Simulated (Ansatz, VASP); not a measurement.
## Two plane-wave programs on SrO

```xyz
2
Lattice="0.0000 2.5698 2.6340 2.5698 0.0000 2.6340 2.5698 2.5698 0.0000" Properties=species:S:1:pos:R:3 pbc="T T T"
Sr    0.0000    0.0000    0.0000
O     2.5698    2.5698    2.6340
```

Change from the starting cell: strain +0.000 along x and y, +0.025 along z, atoms carried along.

Alike in both runs: task single point; functional PBE; k mesh 8 × 8 × 8; occupations gaussian, width 0.05 eV; no spin polarisation.

|  | VASP | Ansatz |
| --- | --- | --- |
| version | VASP 6.6.1 | Ansatz 0.2.0 |
| potentials or method | VASP PAW PBE potentials, release 64 (Sr_sv, O), cutoff 520 eV | scalar-relativistic, plane waves, PAW |
| valence electrons in the cell | 16 | 16 |

|  | VASP | Ansatz | Ansatz less VASP |
| --- | --- | --- | --- |
| gap on the k mesh at the Fermi level (eV) | 3.22 | 3.27 | +0.047 |
| least direct gap on the mesh (eV) | 3.32 | 3.36 | +0.036 |
| pressure (GPa) | 1.3 | 0.8 | -0.53 |
| traceless stress, the component that is largest in VASP (GPa) | -1.98 | -1.87 | +0.105 |

With one functional, cell and mesh, what is left measures potentials, basis and numerics.
